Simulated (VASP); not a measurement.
A run of VASP 6.6.1:

The input INCAR:

```
SYSTEM = Pt
PREC = Accurate
ENCUT = 520
EDIFF = 1E-6
ISMEAR = 0
SIGMA = 0.15
LREAL = .False.
LASPH = .True.
NELM = 100
ALGO = Normal
ISIF = 2
LWAVE = .False.
LCHARG = .True.
GGA = PS
LELF = .True.
LVHAR = .True.
NBANDS = 17
```

KPOINTS

```
regular mesh
0
Gamma
  18 18 10
  0 0 0
```

File POSCAR:

```
Pt
1.0
    2.6502389911      0.0000000000      0.0000000000
   -1.3251194956      2.2951742924      0.0000000000
    0.0000000000      0.0000000000      5.1755047200
Pt
2
Direct
    0.6666666667      0.3333333333      0.7500000000
    0.3333333333      0.6666666667      0.2500000000
```

Potentials or basis: VASP PAW PBE potentials, release 64 (Pt).

Run with:

```sh
$ cat potpaw_PBE.64/Pt/POTCAR > POTCAR
$ mpirun -np 1 vasp_std > vasp.out
```

Hardware: 1 thread of Intel(R) Xeon(R) 6975P-C (Granite Rapids), on a shared host.

Q: Estimate the wall time of this run.

A: It took 40 s on 1 thread of Intel(R) Xeon(R) 6975P-C (Granite Rapids) (shared host), peak memory 0.22 GiB. Counts: scf iterations 11, k points 222.
